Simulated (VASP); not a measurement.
Set up this calculation in VASP 6.6.1, as the native input.

| Quantity | Value |
| --- | --- |
| Task | single point |
| Functional | PBEsol |
| Potentials or basis | VASP PAW PBE potentials, release 64 (Ru_pv) |
| Cutoff | 520 eV |
| k mesh | 8 × 8 × 8 |
| Occupations | gaussian, width 0.1 eV |
| Spin | no spin polarisation |
| Dipole correction | no |
| Further INCAR settings | ALGO = Normal; EDIFF = 1e-07; NBANDS = 13 |

The structure of Ru lies in POSCAR:

```
Ru
1.0
    0.0000000000      1.8823898261      1.8823898261
    1.8823898261      0.0000000000      1.8823898261
    1.8823898261      1.8823898261      0.0000000000
Ru
1
Direct
    0.0000000000      0.0000000000      0.0000000000
```

The input as run:

INCAR

```
  PREC = Accurate
  ENCUT = 520
  EDIFF = 1E-7
  ISMEAR = 0
  SIGMA = 0.1
  LREAL = False
  LASPH = True
  NELM = 80
  ALGO = Normal
  ISIF = 2
  LWAVE = False
  LCHARG = False
  GGA = PS
  NBANDS = 13
```

KPOINTS

```
Automatic mesh
0
Gamma
  8 8 8
```

Potentials or basis: VASP PAW PBE potentials, release 64 (Ru_pv).

Run with:

```bash
$ cat potpaw_PBE.64/Ru_pv/POTCAR > POTCAR
$ mpirun -np 1 vasp_std > vasp.out
```

Results of the run:

```yaml
Pressure: -0.1 GPa
Band_gap_on_the_k_mesh: zero (band 7 reaches 15.29 eV, above the bottom of band 8 at 12.05 eV)
```

Caveat: the k points lie up to 0.36 Å⁻¹ apart; the PAW data sets were made with another functional, which shifts forces and pressure a little.

Wall time 2.6 s on 1 thread of Intel(R) Xeon(R) 6975P-C (Granite Rapids), with other jobs on the host, peak memory 0.12 GiB.
